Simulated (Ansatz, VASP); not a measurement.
# One calculation of CO, two programs

```
CELL_PARAMETERS angstrom
6.40959 0.00000 0.00000
0.00000 6.35405 0.00000
0.00000 0.00000 5.43629
ATOMIC_POSITIONS crystal
C 0.31269 0.03676 0.25000
C 0.68731 0.96324 0.75000
C 0.31269 0.46324 0.75000
C 0.68731 0.53676 0.25000
O 0.82899 0.42957 0.25000
O 0.17101 0.57043 0.75000
O 0.82899 0.07043 0.75000
O 0.17101 0.92957 0.25000
```

Alike in both runs: functional PBE; k mesh 4 × 4 × 4; occupations gaussian, width 0.02 eV; no spin polarisation.

Ansatz relaxed the structure, and its values are those at the end. VASP's run is a single point on that final structure, the one shown.

```csv
,VASP,Ansatz
version,VASP 6.6.1,Ansatz 0.2.0
potentials or method,"VASP PAW PBE potentials, release 64 (C, O), cutoff 520 eV","scalar-relativistic, plane waves, PAW"
valence electrons in the cell,40,40
```

Ansatz gave:

| Quantity | Value |
| --- | --- |
| gap on the k mesh at the Fermi level (eV) | 5.94 |
| least direct gap on the mesh (eV) | 6.01 |
| pressure (GPa) | 0.0 |
| rms of the force components (eV/Å) | 0.000 |

Q: Estimate VASP's values.

A: gap on the k mesh at the Fermi level (eV): 5.94; least direct gap on the mesh (eV): 6.00; pressure (GPa): 0.9; rms of the force components (eV/Å): 0.542.

One of these differences is far larger than is usual between the two programs; its cause wasn't traced. With one functional, cell and mesh, what is left measures potentials, basis and numerics.

Noted on VASP's run: the standard files for N, O and F lose accuracy on very short bonds.
